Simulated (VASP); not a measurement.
# Co (Im-3m) in VASP: notebook

Runs on Co. Level: PBE. Tasks: single point.

Everything below comes from runs of VASP 6.6.1. Logs are shortened: lines on timing, memory, paths and dates and some standing lists are left out, and cuts for length are marked.

### 1 The cell of the first run

Symmetry: Im-3m, No. 229, cubic system. The conventional cell has a = 2.805 Å, b = 2.805 Å, c = 2.805 Å, α = 90.00°, β = 90.00°, γ = 90.00°. Within 3.2 Å of Co (site symmetry m-3m) lie 14 Co at 2.43 to 2.80 Å.

This isn't the form of Co at room conditions, which is hcp.

### 2 Single point, PBE

INCAR reads:

```
SYSTEM = Co
ALGO = Normal
EDIFF = 1E-6
ENCUT = 520
GGA = PE
ISIF = 2
ISMEAR = -1
LASPH = .TRUE.
LCHARG = .FALSE.
LREAL = .FALSE.
LWAVE = .FALSE.
NBANDS = 16
NELM = 100
PREC = Accurate
SIGMA = 0.05
```

KPOINTS reads:

```
k-points
0
G
  15 15 9
  0 0 0
```

POSCAR reads:

```
Co
1.0
   -1.4023200000      1.4023200000      1.4023200000
    1.4023200000     -1.4023200000      1.4023200000
    2.8046400000      2.8046400000      0.0000000000
Co
2
Direct
    0.0000000000      0.0000000000      0.0000000000
    0.5000000000      0.5000000000      0.5000000000
```

Potentials or basis: VASP PAW PBE potentials, release 64 (Co).

Run with:

```sh
cat potpaw_PBE.64/Co/POTCAR > POTCAR
mpirun -np 1 vasp_std > vasp.out
```

OUTCAR:

```text
SYSTEM = Co
   EDIFF = 1E-6
   ENCUT = 520
   GGA = PE
   ISIF = 2
   ISMEAR = -1
   LASPH = .TRUE.
   LREAL = .FALSE.
   NELM = 100
   PREC = Accurate

 ion  position               nearest neighbor table
   1  0.000  0.000  0.000-   2 2.43   2 2.43   2 2.43   2 2.43   2 2.80   2 2.80   2 2.80   2 2.80

   2  0.500  0.500  0.500-   1 2.43   1 2.43   1 2.43   1 2.43   1 2.80   1 2.80   1 2.80   1 2.80

  LATTYP: Found a base centered orthorhombic cell.
 ALAT       =     2.8046400000
 B/A-ratio  =     1.4142135624
 C/A-ratio  =     1.4142135624

  Lattice vectors:

 A1 = (  -1.4023200000,   1.4023200000,   1.4023200000)
 A2 = (   1.4023200000,  -1.4023200000,   1.4023200000)
 A3 = (   2.8046400000,   2.8046400000,   0.0000000000)

Analysis of symmetry for initial positions (statically):
=====================================================================
 Subroutine PRICEL returns following result:

  LATTYP: Found a body centered cubic cell.
 ALAT       =     2.8046400000

  Lattice vectors:

 A1 = (  -1.4023200000,   1.4023200000,  -1.4023200000)
 A2 = (  -1.4023200000,  -1.4023200000,   1.4023200000)
 A3 = (   1.4023200000,   1.4023200000,   1.4023200000)

   2 primitive cells build up your supercell.

 Routine SETGRP: Setting up the symmetry group for a
 base centered orthorhombic supercell.

 Subroutine GETGRP returns: Found  8 space group operations
 (whereof  8 operations were pure point group operations)
 out of a pool of  8 trial point group operations.

The static configuration has the point symmetry D_2h.

Analysis of symmetry for dynamics (positions and initial velocities):
=====================================================================
 Subroutine PRICEL returns following result:

  LATTYP: Found a body centered cubic cell.
 ALAT       =     2.8046400000

  Lattice vectors:

 A1 = (  -1.4023200000,   1.4023200000,  -1.4023200000)
 A2 = (  -1.4023200000,  -1.4023200000,   1.4023200000)
 A3 = (   1.4023200000,   1.4023200000,   1.4023200000)

   2 primitive cells build up your supercell.

 Routine SETGRP: Setting up the symmetry group for a
 base centered orthorhombic supercell.

 Subroutine GETGRP returns: Found  8 space group operations
 (whereof  8 operations were pure point group operations)
 out of a pool of  8 trial point group operations.

The dynamic configuration has the point symmetry D_2h.

 Subroutine INISYM returns: Found  8 space group operations
 (whereof  8 operations are pure point group operations),
 and found     2 'primitive' translations

----------------------------------------------------------------------------------------

                                     Primitive cell

  volume of cell :      11.0307

  direct lattice vectors                    reciprocal lattice vectors
    -1.402320000  1.402320000 -1.402320000    -0.356552000  0.356552000  0.000000000
    -1.402320000 -1.402320000  1.402320000    -0.356552000  0.000000000  0.356552000
     1.402320000  1.402320000  1.402320000     0.000000000  0.356552000  0.356552000

  length of vectors
     2.428889488  2.428889488  2.428889488     0.504240673  0.504240673  0.504240673

  position of ions in fractional coordinates (direct lattice)
     0.000000000  0.000000000  0.000000000

  ion indices of the primitive-cell ions
   primitive index   ion index
                 1           1

----------------------------------------------------------------------------------------

 KPOINTS: k-points

Automatic generation of k-mesh.
 Grid dimensions read from file:
 generate k-points for:   15   15    9

 Generating k-lattice:

  Cartesian coordinates                     Fractional coordinates (reciprocal lattice)
    -0.011885067  0.011885067  0.023770133     0.066666667  0.000000000  0.000000000
     0.011885067 -0.011885067  0.023770133     0.000000000  0.066666667  0.000000000
     0.019808444  0.019808444  0.000000000     0.000000000  0.000000000  0.111111111

  Length of vectors
     0.029112349  0.029112349  0.028013371

  Shift w.r.t. Gamma in fractional coordinates (k-lattice)
     0.000000000  0.000000000  0.000000000

 Subroutine IBZKPT returns following result:
 ===========================================

 Found    320 irreducible k-points:

 Following reciprocal coordinates:
            Coordinates               Weight
  0.000000  0.000000  0.000000      1.000000
  0.066667  0.000000  0.000000      4.000000
  0.133333  0.000000  0.000000      4.000000
  0.200000  0.000000  0.000000      4.000000
  0.266667  0.000000  0.000000      4.000000
  0.333333  0.000000  0.000000      4.000000
[... 16 lines left out ...]
  0.133333  0.133333  0.000000      2.000000
  0.200000  0.133333  0.000000      4.000000
 [... further k-points ...]
   k-points           NKPTS =    320   k-points in BZ     NKDIM =    320   number of bands    NBANDS=     16
   number of dos      NEDOS =    301   number of ions     NIONS =      2
   total plane-waves  NPLWV =   9720
   dimension x,y,z NGX =    18 NGY =   18 NGZ =   30
   dimension x,y,z NGXF=    36 NGYF=   36 NGZF=   60
   ions per type =               2
   NGX,Y,Z   is equivalent  to a cutoff of  12.32, 12.32, 12.57 a.u.
   NGXF,Y,Z  is equivalent  to a cutoff of  24.64, 24.64, 25.15 a.u.
 SYSTEM =  Co
   PREC   = accura    normal or accurate (medium, high low for compatibility)
   ISTART =      0    job   : 0-new  1-cont  2-samecut
   ICHARG =      2    charge: 1-file 2-atom 10-const
   ISPIN  =      1    spin polarized calculation?
   LNONCOLLINEAR =      F non collinear calculations
   LSORBIT =      F    spin-orbit coupling
   LASPH  =      T    aspherical Exc in radial PAW
   ENCUT  =  520.0 eV  38.22 Ry    6.18 a.u.   4.52  4.52  7.37*2*pi/ulx,y,z
   NELM   =    100;   NELMIN=  2; NELMDL= -5     # of ELM steps
   EDIFF  = 0.1E-05   stopping-criterion for ELM
   LREAL  =      F    real-space projection
   EDIFFG = 0.1E-04   stopping-criterion for IOM
   NSW    =      0    number of steps for IOM
   IBRION =     -1    ionic relax: 0-MD 1-quasi-New 2-CG
   NFREE  =      0    steps in history (QN), initial steepest desc. (CG)
   ISIF   =      2    stress and relaxation
   ISYM   =      2    0-nonsym 1-usesym 2-fastsym
   POTIM  = 0.5000    time-step for ionic-motion
   TEBEG  =    0.0;   TEEND  =   0.0 temperature during run
   PSTRESS=    0.0 pullay stress
   NELECT =      18.0000    total number of electrons
   NUPDOWN=      -1.0000    fix difference up-down
   EMIN   =  10.00;   EMAX   =-10.00  energy-range for DOS
   EFERMI =   0.00;   METHOD = LEGACY
   ISMEAR =    -1;   SIGMA  =   0.05  broadening in eV -4-tet -1-fermi 0-gaus
   EFERMI_NEDOS =   21; number of points for ismear=-14 and -15
   IALGO  =     38    algorithm
   IMIX   =      4    mixing-type and parameters
     AMIX     =   0.40;   BMIX     =  1.00
     AMIX_MAG =   1.60;   BMIX_MAG =  1.00
  volume/ion in A,a.u.               =      11.03        74.44
  Fermi-wavevector in a.u.,A,eV,Ry     =   1.529755  2.890818 31.839678  2.340150
  Thomas-Fermi vector in A             =   2.637332
   LORBIT       =      0    0 simple, 1 ext, 2 COOP (PROOUT), +10 PAW based schemes
   GGA     = PE    functional components
   LHFCALC =     F    Hartree Fock is set to
   AEXX    =    0.0000 exact exchange contribution
   IVDW    =     0    specifies the selected vdW correction
   LEPSILON=     F    determine dielectric tensor
   LRPA    =     F    only Hartree local field effects (RPA)
 non-spin polarized calculation
  energy-cutoff  :      520.00
  volume of cell :       22.06
 maximum number of plane-waves:       621
 NGX is ok and might be reduce to    18
   NGX =  9   NGY =  9   NGZ = 15

 number of electron      17.9999991 magnetization

 Free energy of the ion-electron system (eV)
  ---------------------------------------------------
  ext. energy  EPLUGINS =         0.00000000
  ---------------------------------------------------
  free energy    TOTEN  =       -13.19327439 eV

  energy without entropy =      -13.12272090  energy(sigma->0) =      -13.15799764

 E-fermi :   9.8219     XC(G=0): -13.3168

 val. band max:        9.8216119616   @ k =  -0.3333   0.0667   0.0000
 cond. band min:       9.8240775424   @ k =   0.0667   0.0000   0.2222
 fundamental gap:      0.0024655808
 Fermi energy:         9.8219113272

 k-point     1 :       0.0000    0.0000    0.0000
  band No.  band energies     occupation
      1       1.2080      2.00000
      2       5.4611      2.00000
      3       7.0687      2.00000
      4       8.1210      2.00000
      5       8.1220      2.00000
      6       8.1225      2.00000
[... 8 lines left out ...]
     15      30.2280      0.00000
     16      33.7669      0.00000

 k-point     2 :       0.0667    0.0000    0.0000
  band No.  band energies     occupation
      1       1.3469      2.00000
      2       5.5518      2.00000
      3       7.0835      2.00000
      4       8.0932      2.00000
      5       8.1078      2.00000
      6       8.1946      2.00000
[... 8 lines left out ...]
     15      29.6623      0.00000
     16      34.5967      0.00000

 k-point     3 :       0.1333    0.0000    0.0000
  band No.  band energies     occupation
      1       1.7565      2.00000
      2       5.8081      2.00000
      3       7.1152      2.00000
      4       8.0099      2.00000
      5       8.0567      2.00000
      6       8.4106      2.00000
[... 8 lines left out ...]
     15      29.4196      0.00000
     16      32.6701      0.00000

 k-point     4 :       0.2000    0.0000    0.0000
  band No.  band energies     occupation
      1       2.4135      2.00000
      2       6.1790      2.00000
      3       7.1356      2.00000
      4       7.8820      2.00000
      5       7.9524      2.00000
      6       8.0327      2.00000
[... 8 lines left out ...]
     15      29.3054      0.00000
     16      30.4355      0.00000

 k-point     5 :       0.2667    0.0000    0.0000
  band No.  band energies     occupation
      1       3.2723      2.00000
      2       6.5586      2.00000
      3       7.1486      2.00000
      4       7.5874      2.00000
      5       7.7367      2.00000
      6       7.7839      2.00000
[... 8 lines left out ...]
     15      28.1773      0.00000
     16      29.2127      0.00000

 k-point     6 :       0.3333    0.0000    0.0000
  band No.  band energies     occupation
      1       4.2506      2.00000
      2       6.7224      2.00000
      3       7.2864      2.00000
      4       7.2865      2.00000
      5       7.5692      2.00000
      6       7.6150      2.00000
[... 8 lines left out ...]
     15      25.9906      0.00000
     16      26.9244      0.00000

 k-point     7 :       0.4000    0.0000    0.0000
  band No.  band energies     occupation
      1       5.2060      2.00000
      2       6.6248      2.00000
      3       7.1268      2.00000
      4       7.3527      2.00000
      5       7.5138      2.00000
      6       7.5608      2.00000
[... 8 lines left out ...]
     15      23.9075      0.00000
     16      24.6925      0.00000

 k-point     8 :       0.4667    0.0000    0.0000
  band No.  band energies     occupation
      1       5.9480      2.00000
      2       6.3886      2.00000
      3       7.0982      2.00000
      4       7.1828      2.00000
      5       7.5901      2.00000
      6       7.6187      2.00000
[... 8 lines left out ...]
     15      21.9376      0.00000
     16      22.7028      0.00000

 k-point     9 :       0.0667    0.0667    0.0000
  band No.  band energies     occupation
      1       1.5761      2.00000
      2       5.7013      2.00000
      3       7.0283      2.00000
      4       8.1173      2.00000
      5       8.1188      2.00000
      6       8.2176      2.00000
[... 8 lines left out ...]
     15      27.9758      0.00000
     16      33.5480      0.00000
[... 172 lines left out ...]
 k-point    19 :      -0.2667    0.0667    0.0000
  band No.  band energies     occupation
      1       3.0784      2.00000
      2       6.5077      2.00000
      3       7.2910      2.00000
      4       7.5136      2.00000
      5       7.7015      2.00000
      6       7.7294      2.00000
[... 8 lines left out ...]
     15      28.9856      0.00000
     16      29.5189      0.00000

 k-point    20 :      -0.2000    0.0667    0.0000
  band No.  band energies     occupation
      1       2.2851      2.00000
      2       6.0972      2.00000
      3       7.3426      2.00000
      4       7.8934      2.00000
      5       7.8943      2.00000
      6       7.9258      2.00000
[... 8 lines left out ...]
     15      30.8864      0.00000
     16      31.3033      0.00000

 k-point    21 :      -0.1333    0.0667    0.0000
  band No.  band energies     occupation
      1       1.7115      2.00000
      2       5.7689      2.00000
      3       7.2838      2.00000
      4       8.0075      2.00000
      5       8.0445      2.00000
      6       8.4116      2.00000
[... 8 lines left out ...]
     15      29.7697      0.00000
     16      32.9117      0.00000

 k-point    22 :      -0.0667    0.0667    0.0000
  band No.  band energies     occupation
      1       1.3930      2.00000
      2       5.5764      2.00000
      3       7.1768      2.00000
      4       8.0739      2.00000
      5       8.1168      2.00000
      6       8.2145      2.00000
[... 8 lines left out ...]
     15      29.0333      0.00000
     16      34.2389      0.00000

 k-point    23 :       0.1333    0.1333    0.0000
  band No.  band energies     occupation
      1       2.6291      2.00000
      2       6.3044      2.00000
      3       6.9543      2.00000
      4       8.0507      2.00000
      5       8.1432      2.00000
      6       8.1447      2.00000
[... 8 lines left out ...]
     15      24.4735      0.00000
     16      30.9423      0.00000

 k-point    24 :       0.2000    0.1333    0.0000
  band No.  band energies     occupation
      1       3.3964      2.00000
      2       6.6280      2.00000
      3       6.9735      2.00000
      4       7.6512      2.00000
      5       8.1313      2.00000
      6       8.1338      2.00000
[... 8 lines left out ...]
     15      23.7360      0.00000
     16      29.2988      0.00000

 [... further k-points ...]
[... 5 lines left out ...]
  --------------------------------------------------------------------------------------
  -------------------------------------------------------------------------------------
  Total       -1.4006179     -1.4006179     -1.4023352      0.0028767      0.0000000      0.0000000
  in kB     -101.7182483   -101.7182483   -101.8429685      0.2089135      0.0000000      0.0000000
  external PRESSURE =    -101.7598217 kB  Pullay stress =       0.0000000 kB

 VOLUME and BASIS-vectors are now :
 -----------------------------------------------------------------------------
  energy-cutoff  :      520.00
  volume of cell :       22.06
      direct lattice vectors                 reciprocal lattice vectors
    -1.402320000  1.402320000  1.402320000    -0.178276000  0.178276000  0.356552000
     1.402320000 -1.402320000  1.402320000     0.178276000 -0.178276000  0.356552000
     2.804640000  2.804640000  0.000000000     0.178276000  0.178276000  0.000000000

 POSITION                                       TOTAL-FORCE (eV/Angst)
 -----------------------------------------------------------------------------------
      0.00000      0.00000      0.00000        -0.000000     -0.000000      0.000000
      1.40232      1.40232      1.40232         0.000000      0.000000     -0.000000
 -----------------------------------------------------------------------------------
    total drift:                               -0.000000      0.000000     -0.000000

  FREE ENERGIE OF THE ION-ELECTRON SYSTEM (eV)
  ---------------------------------------------------
  free  energy   TOTEN  =       -13.1932743912 eV

  energy  without entropy=      -13.1227208981  energy(sigma->0) =      -13.15799764
```

Run time: 34 s. Hardware: 1 thread of Intel Xeon 6975P-C (Granite Rapids), shared host; peak memory 0.2 GiB.

Results:

- Free energy: -13.1933 eV
- Pressure: -10.2 GPa
- Band gap on the k mesh: zero (bands 9 and 10 overlap by 1.11 eV)

Levels at points of the mesh, in eV from the Fermi level:
```csv
k point,band 7,band 8,band 9,band 10,band 11,band 12
"(0.00, 0.00, 0.00)",-0.29,-0.24,-0.24,-0.06,0.46,0.85
```

Caveat: the cell stands under tension; the run has no spin polarisation, though such a crystal can be magnetic. Spin polarisation is off, so any magnetic state and its effect on volume and gap are missing.

### 3 Single point, PBE, collinear spin, ferromagnetic start

INCAR reads:

```
ALGO     = Normal         # electronic algorithm
EDIFF    = 1E-7           # SCF threshold, eV
ENCUT    = 520            # plane-wave cutoff, eV
GGA      = PE             # functional
ISIF     = 2              # what is computed and relaxed
ISMEAR   = -1             # smearing method
ISPIN    = 2              # spin polarisation
LASPH    = T              # aspherical terms in the spheres
LCHARG   = F              # write CHGCAR
LMAXMIX  = 4              # l up to which the mixer works
LORBIT   = 11             # projections on sites
LREAL    = F              # projectors in reciprocal space
LWAVE    = F              # write WAVECAR
MAGMOM   = 2 2            # initial moments
NBANDS   = 20             # bands
NELM     = 150            # most SCF steps
PREC     = Accurate       # precision mode
SIGMA    = 0.05           # smearing width, eV
```

KPOINTS reads:

```
k-points
0
Gamma
  15 15 9
```

POSCAR is that of step 2.

Potentials or basis: VASP PAW PBE potentials, release 64 (Co).

Run with:

```sh
cat potpaw_PBE.64/Co/POTCAR > POTCAR
mpirun -np 1 vasp_std > vasp.out
```

Run time: 1.7 min. Hardware: 1 thread of Intel Xeon 6975P-C (Granite Rapids), shared host; peak memory 0.29 GiB.

It converged, with:

| Property | Result |
| --- | --- |
| Free energy | -13.9090 eV |
| Pressure | 0.3 GPa |
| Net moment | 3.46 μB per cell |
| Site moments | Co +1.75 μB |
| Valence electrons inside the program's atomic spheres | Co 8.23 |

Levels at points of the mesh, in eV from the Fermi level:
Spin up:
```
           k point  band 9  band 10  band 11  band 12  band 13  band 14
(0.00, 0.00, 0.00)   -1.90    -1.80    -0.61    -0.09     6.32    18.26
```
Spin down:
```
           k point  band 5  band 6  band 7  band 8  band 9  band 10
(0.00, 0.00, 0.00)   -1.50   -1.50   -0.10    0.20    0.33     0.33
```

### 4 Single point, PBE, collinear spin, antiferromagnetic start

INCAR reads:

```
PREC = Accurate
ENCUT = 520
EDIFF = 1E-7
ISMEAR = -1
SIGMA = 0.05
LREAL = False
LASPH = True
NELM = 150
ALGO = Normal
ISIF = 2
LWAVE = False
LCHARG = False
ISPIN = 2
MAGMOM = 2 -2
LORBIT = 11
LMAXMIX = 4
GGA = PE
NBANDS = 20
```

KPOINTS reads:

```
regular mesh
0
Gamma
  15 15 9
```

POSCAR is that of step 3.

Run with:

```sh
cat potpaw_PBE.64/Co/POTCAR > POTCAR
mpirun -np 1 vasp_std > vasp.out
```

Wall time 99 s (1 thread of Intel Xeon 6975P-C (Granite Rapids), shared host); peak memory 0.29 GiB.

It converged, with:

| Quantity | Value |
| --- | --- |
| Free energy | -13.4228 eV |
| Pressure | -1.1 GPa |
| Band gap on the k mesh | zero (filled and empty bands overlap) |
| Net moment | 0.00 μB per cell |
| Site moments | Co +1.45, -1.45 μB |
| Valence electrons inside the program's atomic spheres | Co 8.24 |

Stress tensor (GPa, compression positive):
```
-0.97  9.36  0.00
 9.36 -0.97  0.00
 0.00  0.00 -1.29
```

Levels at points of the mesh, in eV from the Fermi level:
Spin up:
| k point | band 5 | band 6 | band 7 | band 8 | band 9 | band 10 | band 11 | band 12 | band 13 | band 14 |
| --- | --- | --- | --- | --- | --- | --- | --- | --- | --- | --- |
| (0.00, 0.00, 0.00) | -2.17 | -1.81 | -1.45 | -1.31 | 0.12 | 0.23 | 0.43 | 0.66 | 7.05 | 18.47 |
Spin down:
| k point | band 5 | band 6 | band 7 | band 8 | band 9 | band 10 | band 11 | band 12 | band 13 | band 14 |
| --- | --- | --- | --- | --- | --- | --- | --- | --- | --- | --- |
| (0.00, 0.00, 0.00) | -2.17 | -1.81 | -1.45 | -1.31 | 0.12 | 0.23 | 0.43 | 0.66 | 7.05 | 18.47 |

Caveat: the antiferromagnetic order is the one typed at the start, and another may lie lower.

### 5 Summary

| spin | gap on the mesh (eV) | pressure (GPa) | moment (μB) |
| --- | --- | --- | --- |
| off | none | -10.2 | - |
| collinear, ferromagnetic start | none | 0.3 | 3.46 |
| collinear, antiferromagnetic start | none | -1.1 | 0.00 |

Alike in all rows: task single point; level PBE; potentials or basis VASP PAW PBE potentials, release 64 (Co); cell as given; k mesh 15 × 15 × 9; cutoff (eV) 520; smearing fermi-dirac 0.05 eV.

Caveats: the cell stands under tension (at least some runs); the antiferromagnetic order is the one typed at the start, and another may lie lower (at least some runs).

Absolute energies hang on the potentials; compare differences alone.
